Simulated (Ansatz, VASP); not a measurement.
Two plane-wave programs on Zr2F

The input INCAR:

```
SYSTEM = Zr2F
PREC = Accurate
ENCUT = 520
EDIFF = 1E-6
ISMEAR = 0
SIGMA = 0.1
LREAL = .FALSE.
LASPH = .TRUE.
NELM = 60
ALGO = Normal
ISIF = 2
LWAVE = .FALSE.
LCHARG = .FALSE.
GGA = PE
NBANDS = 22
```

File KPOINTS:

```
regular mesh
0
G
  12 12 12
  0 0 0
```

POSCAR

```
Zr2F
1.0
    0.0000000000      2.2524874582      6.3962591102
    2.2501542460      0.0000000000      6.3962591102
    2.2501542460      2.2524874582      0.0000000000
Zr F
2 1
Direct
    0.6676497054      0.6676497054      0.3323502946
    0.3323502946      0.3323502946      0.6676497054
    0.5000000000      0.5000000000      0.5000000000
```

Input for Ansatz:

```yaml
crystal:
  lattice:
    - [0.0, 2.2524874582, 6.3962591102]
    - [2.250154246, 0.0, 6.3962591102]
    - [2.250154246, 2.2524874582, 0.0]
  atoms:
    - { symbol: Zr, position: [0.6676497054, 0.6676497054, 0.3323502946] }
    - { symbol: Zr, position: [0.3323502946, 0.3323502946, 0.6676497054] }
    - { symbol: F, position: [0.5, 0.5, 0.5] }
basis:
  ecutwfc: 420
kpoints:
  mp_grid: { grid: [12, 12, 12] }
  band_path:
    path:
      - [[0.0, 0.0, 0.0], [0.5, 0.0, 0.5], [0.5, 0.03145709, 0.53145709]]
      - [[0.5, 0.96854291, 0.46854291], [0.5, 0.5, 0.0], [0.96951509, 0.5, 0.46951509]]
      - [[0.03048491, 0.5, 0.53048491], [0.0, 0.5, 0.5], [0.24581723, 0.74581723, 0.5]]
      - [[0.75418277, 0.25418277, 0.5], [0.5, 0.0, 0.5]]
    npoints: 14
hamiltonian:
  xc: pbe
scf:
  occupations: { method: gaussian, width: 0.1 }
  n_extra_bands: 7
output:
  forces: true
  stress: true
  eigenvalues: true
  populations: true
  dos: { projected: true, de: 0.02, nscf_kmesh: { grid: [15, 15, 15] } }
  bader: true
  write_density: true
  write_potential: true
  elf: true
  volumetric_format: npy
```

Alike in both runs: task single point; functional PBE; k mesh 12 × 12 × 12; occupations gaussian, width 0.1 eV; no spin polarisation.

|  | VASP | Ansatz |
| --- | --- | --- |
| version | VASP 6.6.1 | Ansatz 0.2.0 |
| potentials or method | VASP PAW PBE potentials, release 64 (Zr_sv, F), cutoff 520 eV | scalar-relativistic, plane waves, PAW |
| valence electrons in the cell | 31 | 31 |

```tsv
	VASP	Ansatz	Ansatz less VASP
gap on the k mesh at the Fermi level (eV)	none	none	-
pressure (GPa)	0.0	0.0	+0.02
traceless stress, the component that is largest in VASP (GPa)	0.18	0.02	-0.165
rms of the force components (eV/Å)	0.012	0.000	-0.0114
```

Atom by atom the forces differ by 0.011 eV/Å (rms over components). A gap of «none» marks a metal or a gap that the smearing closes.
